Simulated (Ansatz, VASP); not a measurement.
## Se: VASP beside Ansatz

```xyz
4
Lattice="4.2070 0.0000 0.0000 0.0000 7.9081 0.0000 0.0000 0.0000 2.8188" Properties=species:S:1:pos:R:3 pbc="T T T"
Se    2.8761    3.0770    1.4093
Se    3.4344    7.0310    1.4095
Se    1.3309    4.8312    1.4093
Se    0.7726    0.8771    1.4095
```

Alike in both runs: functional PBEsol; k mesh 4 × 2 × 6; occupations gaussian, width 0.1 eV; no spin polarisation.

Ansatz relaxed the structure, and its values are those at the end. VASP's run is a single point on that final structure, the one shown.

|  | VASP | Ansatz |
| --- | --- | --- |
| version | VASP 6.6.1 | Ansatz 0.2.0 |
| potentials or method | VASP PAW PBE potentials, release 64 (Se), cutoff 520 eV | scalar-relativistic, plane waves, PAW |
| valence electrons in the cell | 24 | 64 |

Ansatz gave:

| Property | Result |
| --- | --- |
| gap on the k mesh at the Fermi level (eV) | none |
| pressure (GPa) | 0.0 |
| rms of the force components (eV/Å) | 0.003 |

Question: Which values does VASP return?

Answer: gap on the k mesh at the Fermi level (eV): none; pressure (GPa): 0.2; rms of the force components (eV/Å): 0.019.

VASP's potentials were made for PBE, not for PBEsol. A gap of «none» marks a metal or a gap that the smearing closes. With one functional, cell and mesh, what is left measures potentials, basis and numerics. VASP's potentials hold 24 valence electrons a cell and Ansatz's 64, so a difference there can come from the potentials and not from the codes.

The k mesh is coarse, so the values compare programs but aren't converged.
